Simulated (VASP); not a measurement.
Input of a VASP 6.6.1 run:

INCAR

```
PREC = Accurate ; ENCUT = 600
EDIFF = 1E-6 ; ISMEAR = -1
SIGMA = 0.1 ; LREAL = False
LASPH = True ; NELM = 80
ALGO = Normal ; ISIF = 3
LWAVE = False ; LCHARG = False
GGA = PE ; IBRION = 2
NSW = 32 ; EDIFFG = -0.005
PSTRESS = 680.0
```

File KPOINTS:

```
regular mesh
0
Gamma
  19 19 19
```

The input POSCAR:

```
Ti
1.0
   -1.4419429665      1.4419429665      1.4419429665
    1.4419429665     -1.4419429665      1.4419429665
    1.4419429665      1.4419429665     -1.4419429665
Ti
1
Direct
    0.0000000000      0.0000000000      0.0000000000
```

Potentials or basis: VASP PAW PBE potentials, release 64 (Ti_sv).

The run is started by

```bash
$ cat potpaw_PBE.64/Ti_sv/POTCAR > POTCAR
$ mpirun -np 1 vasp_std > vasp.out
```

Task: Predict the space group after relaxing (to 0.1 Å).

Result: Im-3m (No. 229).

Task: What does it give for the band gap on the k mesh?

Result: Zero (bands 6 and 7 overlap by 2.12 eV).

Final structure:
```
Ti
1.0
    -1.44019    1.44019    1.44019
     1.44019   -1.44019    1.44019
     1.44019    1.44019   -1.44019
Ti
1
Direct
  0.00000 0.00000 0.00000
```

Caveat: the cell is relaxed towards a set pressure, so the run minimises the enthalpy, not the energy.
